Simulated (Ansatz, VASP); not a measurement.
Two plane-wave programs on TiSe2

```
Ti Se
1.0
     3.43766    0.00000    0.00000
    -1.71883    2.97710    0.00000
     0.00000    0.00000    5.80567
Ti Se
1 2
Direct
  0.00000 0.00000 0.00000
  0.33333 0.66667 0.26500
  0.66667 0.33333 0.73500
```

Alike in both runs: task relaxation of cell and atoms; functional LDA; k mesh 12 × 12 × 8; occupations gaussian, width 0.1 eV; no spin polarisation.

|  | VASP | Ansatz |
| --- | --- | --- |
| version | VASP 6.6.1 | Ansatz 0.2.0 |
| potentials or method | VASP PAW LDA potentials, release 64 (Ti_sv, Se), cutoff 500 eV | scalar-relativistic, plane waves, PAW |
| valence electrons in the cell | 24 | 44 |

Ansatz gave:

```
gap on the k mesh at the Fermi level, each at its own relaxed structure (eV) : none
relaxed volume (Å³/atom)                                                     : 19.81
relaxed cell length with the largest relative difference (Å)                 : 5.806
```

Which values does VASP return?

gap on the k mesh at the Fermi level, each at its own relaxed structure (eV): none; relaxed volume (Å³/atom): 19.85; relaxed cell length with the largest relative difference (Å): 5.810.

LDA's correlation is that of Perdew and Zunger in VASP and of Perdew and Wang (1992) in Ansatz. A gap of «none» marks a metal or a gap that the smearing closes. VASP's potentials hold 24 valence electrons a cell and Ansatz's 44, so a difference there can come from the potentials and not from the codes.
